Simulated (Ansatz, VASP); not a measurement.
One calculation of Zn, two programs

```
CELL_PARAMETERS angstrom
-1.13280 1.57185 1.57185
1.57185 -1.13280 1.57185
1.57185 1.57185 -1.13280
ATOMIC_POSITIONS crystal
Zn 0.00000 0.00000 0.00000
```

Alike in both runs: task single point; functional PBEsol; k mesh 22 × 22 × 22; occupations gaussian, width 0.15 eV; no spin polarisation.

```csv
,VASP,Ansatz
version,VASP 6.6.1,Ansatz 0.2.0
potentials or method,"VASP PAW PBE potentials, release 64 (Zn), cutoff 520 eV","scalar-relativistic, plane waves, PAW"
valence electrons in the cell,12,12
```

VASP gave:

* gap on the k mesh at the Fermi level (eV): none
* pressure (GPa): 7.3
* traceless stress, the component that is largest in VASP (GPa): -3.84

Task: Estimate Ansatz's values.

Result: gap on the k mesh at the Fermi level (eV): none; pressure (GPa): 6.8; traceless stress, the component that is largest in VASP (GPa): -3.78.

VASP's potentials were made for PBE, not for PBEsol. A gap of «none» marks a metal or a gap that the smearing closes.
